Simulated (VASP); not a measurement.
Write the native input for VASP 6.6.1 that does the following.

| Property | Result |
| --- | --- |
| Task | single point |
| Functional | PBE |
| Potentials or basis | VASP PAW PBE potentials, release 64 (Ti_sv, Ta_pv, Si) |
| Cutoff | 400 eV |
| k mesh | 6 × 6 × 8 |
| Occupations | gaussian, width 0.1 eV |
| Spin | no spin polarisation |
| Dipole correction | no |
| k mesh for the DOS | 9 × 9 × 12 |
| Occupations for the DOS | tetrahedron |
| Further INCAR settings | ALGO = Normal; EDIFF = 1e-06; NBANDS = 50 |

Crystal: Ta3TiSi8.

```
Ti Ta Si
1.0
     4.19381   -4.34067    0.00000
     4.19381    4.34067    0.00000
     0.00000    0.00000    4.79909
Ti Ta Si
1 3 8
Direct
  0.50000 0.50000 0.00000
  0.00000 0.00000 0.50000
  0.00000 0.50000 0.25231
  0.50000 0.00000 0.74769
  0.84508 0.84508 0.00000
  0.34958 0.34958 0.50000
  0.15492 0.15492 0.00000
  0.65042 0.65042 0.50000
  0.65395 0.15795 0.24581
  0.15795 0.65395 0.75419
  0.34605 0.84205 0.24581
  0.84205 0.34605 0.75419
```

The input as run:

POSCAR

```
Ta3TiSi8
1.0
    4.1938092029     -4.3406706060      0.0000000000
    4.1938092029      4.3406706060      0.0000000000
    0.0000000000      0.0000000000      4.7990882074
Ti Ta Si
1 3 8
Direct
    0.5000000000      0.5000000000      0.0000000000
    0.0000000000      0.0000000000      0.5000000000
    0.0000000000      0.5000000000      0.2523137594
    0.5000000000      0.0000000000      0.7476862406
    0.8450830045      0.8450830045      0.0000000000
    0.3495779242      0.3495779242      0.5000000000
    0.1549169955      0.1549169955      0.0000000000
    0.6504220758      0.6504220758      0.5000000000
    0.6539504082      0.1579525811      0.2458068123
    0.1579525811      0.6539504082      0.7541931877
    0.3460495918      0.8420474189      0.2458068123
    0.8420474189      0.3460495918      0.7541931877
```

INCAR.step1

```
SYSTEM = Ta3TiSi8
PREC = Accurate
ENCUT = 400
EDIFF = 1E-6
ISMEAR = 0
SIGMA = 0.1
LREAL = .FALSE.
LASPH = .TRUE.
NELM = 120
ALGO = Normal
ISIF = 2
LWAVE = .FALSE.
LCHARG = .TRUE.
LMAXMIX = 4
GGA = PE
NBANDS = 50
GGA_COMPAT = .FALSE.
NEDOS = 2001
LORBIT = 11
```

KPOINTS.step1

```
regular mesh
0
G
  6 6 8
  0 0 0
```

INCAR.step2

```
SYSTEM = Ta3TiSi8
PREC = Accurate
ENCUT = 400
EDIFF = 1E-6
ISMEAR = -5
SIGMA = 0.1
LREAL = .FALSE.
LASPH = .TRUE.
NELM = 120
ALGO = Normal
ISIF = 2
LWAVE = .FALSE.
LCHARG = .FALSE.
LMAXMIX = 4
GGA = PE
LORBIT = 11
NBANDS = 50
NEDOS = 2001
ICHARG = 11
GGA_COMPAT = .FALSE.
```

KPOINTS.step2

```
regular mesh
0
G
  9 9 12
  0 0 0
```

Potentials or basis: VASP PAW PBE potentials, release 64 (Ti_sv, Ta_pv, Si).

Command:

```bash
$ cat potpaw_PBE.64/Ti_sv/POTCAR potpaw_PBE.64/Ta_pv/POTCAR potpaw_PBE.64/Si/POTCAR > POTCAR
$ cp INCAR.step1 INCAR
$ cp KPOINTS.step1 KPOINTS
$ mpirun -np 1 vasp_std > vasp.out
$ cp INCAR.step2 INCAR
$ cp KPOINTS.step2 KPOINTS
$ mpirun -np 1 vasp_std > vasp.out
```

Results of the run:

```yaml
Valence_electrons_inside_the_program's_atomic_spheres: Ti 10.38; Ta 8.96, 8.98 (each value once); Si 1.63, 1.64 (each value once)
```

It took 9 min on 1 thread of Intel(R) Xeon(R) 6975P-C (Granite Rapids), with other jobs on the host, peak memory 0.82 GiB.
